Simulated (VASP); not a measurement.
Input of a VASP 6.6.1 run:

File INCAR:

```
SYSTEM = Se
  PREC = Accurate
  ENCUT = 520
  EDIFF = 1E-7
  ISMEAR = -1
  SIGMA = 0.05
  LREAL = .False.
  LASPH = .True.
  NELM = 80
  ALGO = Normal
  ISIF = 2
  LWAVE = .False.
  LCHARG = .True.
  GGA = PS
  LELF = .True.
  LVHAR = .True.
  NBANDS = 16
```

KPOINTS

```
Automatic mesh
0
Gamma
  8 8 12
  0 0 0
```

POSCAR

```
Se
1.0
    4.3724490439      0.0000000000      0.0000000000
   -2.1862245220      3.7866519488      0.0000000000
    0.0000000000      0.0000000000      2.4942505581
Se
3
Direct
    0.0000000000      0.0000000000      0.0000000000
    0.3333333333      0.6666666667      0.5000000000
    0.6666666667      0.3333333333      0.5000000000
```

Potentials or basis: VASP PAW PBE potentials, release 64 (Se).

Launch:

```sh
$ cat potpaw_PBE.64/Se/POTCAR > POTCAR
$ mpirun -np 1 vasp_std > vasp.out
```

Predict the pressure.

65.9 GPa.

Estimate the band gap on the k mesh.

zero (bands 9 and 10 overlap by 8.82 eV).

Stress tensor (GPa, compression positive):
```
65.82  0.00  0.00
 0.00 65.82  0.00
 0.00  0.00 66.06
```

Caveat: the cell stands under pressure; the PAW data sets were made with another functional, which shifts forces and pressure a little.
